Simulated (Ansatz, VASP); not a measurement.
# MoS2: VASP beside Ansatz

POSCAR

```
MoS2
1.0
    3.1838448285      0.0000000000      0.0000000000
   -1.5919224143      2.7572905031      0.0000000000
    0.0000000000      0.0000000000      6.2271592669
Mo S
1 2
Direct
    0.0000000000      0.0000000000      0.5000000000
    0.6666666667      0.3333333333      0.7446806800
    0.3333333333      0.6666666667      0.2553193200
```

File INCAR.step1:

```
  PREC = Accurate
  ENCUT = 520
  ISMEAR = -1
  SIGMA = 0.05
  LREAL = F
  LASPH = T
  NELM = 80
  NBANDS = 20
  GGA = PE
  ALGO = Normal
  EDIFF = 1E-4
  LWAVE = T
  LCHARG = F
```

File INCAR.step2:

```
  PREC = Accurate
  ENCUT = 520
  EDIFF = 1E-6
  ISMEAR = -1
  SIGMA = 0.05
  LREAL = F
  LASPH = T
  NELM = 80
  ALGO = Normal
  ISIF = 2
  LWAVE = F
  LCHARG = F
  METAGGA = R2SCAN
  LMIXTAU = T
  IVDW = 12
  VDW_S6 = 1.0
  VDW_S8 = 0.78981345
  VDW_A1 = 0.49484001
  VDW_A2 = 5.73083694
  NBANDS = 20
  ISTART = 1
```

Contents of KPOINTS:

```
Automatic mesh
0
Gamma
  9 9 4
```

File input.yaml:

```yaml
crystal:
  lattice:
    - [3.1838448285, 0.0, 0.0]
    - [-1.5919224143, 2.7572905031, 0.0]
    - [0.0, 0.0, 6.2271592669]
  atoms:
    - { symbol: Mo, position: [0.0, 0.0, 0.5] }
    - { symbol: S, position: [0.6666666667, 0.3333333333, 0.74468068] }
    - { symbol: S, position: [0.3333333333, 0.6666666667, 0.25531932] }
hamiltonian:
  xc: r2scan
  pseudopotentials: { kind: paw }
  dispersion: d3bj
kpoints:
  mp_grid: { grid: [9, 9, 4] }
scf:
  occupations: { method: fermi_dirac, width: 0.05 }
output:
  forces: true
  stress: true
  eigenvalues: true
```

Alike in both runs: task single point; functional r2SCAN; dispersion D3(BJ); k mesh 9 × 9 × 4; occupations fermi-dirac, width 0.05 eV; no spin polarisation.

|  | VASP | Ansatz |
| --- | --- | --- |
| version | VASP 6.6.1 | Ansatz 0.2.0 |
| potentials or method | VASP PAW PBE potentials, release 64 (Mo_sv, S) | Ansatz PAW |
| plane-wave cutoff (eV) | 520 | 500 |
| valence electrons in the cell | 26 | 26 |

|  | VASP | Ansatz | Ansatz less VASP |
| --- | --- | --- | --- |
| gap on the k mesh at the Fermi level (eV) | none | none | - |
| pressure (GPa) | 4.3 | 4.3 | -0.05 |
| traceless stress, the component that is largest in VASP (GPa) | 0.82 | 0.84 | +0.014 |
| rms of the force components (eV/Å) | 0.374 | 0.371 | -0.0029 |

VASP's potentials were made for PBE, not for r2SCAN. Atom by atom the forces differ by 0.003 eV/Å (rms over components). A gap of «none» marks a metal or a gap that the smearing closes.
